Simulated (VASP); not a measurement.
# Al2O3: single point with PBEsol

The system is Al2O3.

```
CELL_PARAMETERS angstrom
2.33987 1.35092 4.03144
-2.33987 1.35092 4.03144
0.00000 -2.70185 4.03144
ATOMIC_POSITIONS crystal
Al 0.85204 0.85204 0.85204
Al 0.64796 0.64796 0.64796
Al 0.14796 0.14796 0.14796
Al 0.35204 0.35204 0.35204
O 0.05586 0.44414 0.75000
O 0.75000 0.05586 0.44414
O 0.44414 0.75000 0.05586
O 0.94414 0.55586 0.25000
O 0.25000 0.94414 0.55586
O 0.55586 0.25000 0.94414
```

This cell differs from its parent crystal: volume 7.646 Å^3 an atom, c/a of the conventional cell 2.5844.

```json
{
  "Program": "VASP 6.6.1",
  "Task": "single point",
  "Functional": "PBEsol",
  "Potentials or basis": "VASP PAW PBE potentials, release 64 (Al, O)",
  "Cutoff": "520 eV",
  "k mesh": "6 × 6 × 6",
  "Occupations": "gaussian, width 0.05 eV",
  "Spin": "no spin polarisation",
  "Dipole correction": "no",
  "Further INCAR settings": "ALGO = Normal; EDIFF = 1e-07; NBANDS = 35"
}
```

- Pressure: 34.2 GPa
- Largest force: 0.607 eV/Å
- Band gap on the k mesh: 6.92 eV, direct

Forces in eV/Å, atoms in the order of the input:
```
Al   0.000  0.000  0.607
Al   0.000  0.000 -0.607
Al   0.000  0.000 -0.607
Al   0.000  0.000  0.607
O    0.096  0.000  0.000
O   -0.048  0.083  0.000
O   -0.048 -0.083  0.000
O   -0.096  0.000  0.000
O    0.048 -0.083  0.000
O    0.048  0.083  0.000
```

Stress tensor (GPa, compression positive):
```
26.81  0.00  0.00
 0.00 26.81  0.00
 0.00  0.00 49.09
```

Levels at points of the mesh, in eV from the valence-band top:
| k point | band 22 | band 23 | band 24 | band 25 | band 26 | band 27 |
| --- | --- | --- | --- | --- | --- | --- |
| (0.00, 0.00, 0.00) | -0.60 | -0.60 | 0.00 | 6.92 | 8.92 | 11.42 |
| (0.50, 0.00, 0.00) | -1.37 | -0.60 | -0.60 | 9.54 | 9.54 | 10.72 |
| (0.50, 0.50, 0.00) | -1.51 | -1.07 | -0.54 | 9.00 | 10.05 | 10.60 |
| (0.50, 0.50, 0.50) | -1.03 | -1.03 | -1.03 | 8.95 | 8.95 | 11.49 |

Run time: 58 s on 1 thread of AMD EPYC 9R45 96-Core Processor (Zen 5), on a shared host, peak memory 0.19 GiB.

Caveat: the PAW data sets were made with another functional, which shifts forces and pressure a little. A k mesh can miss the band edges.
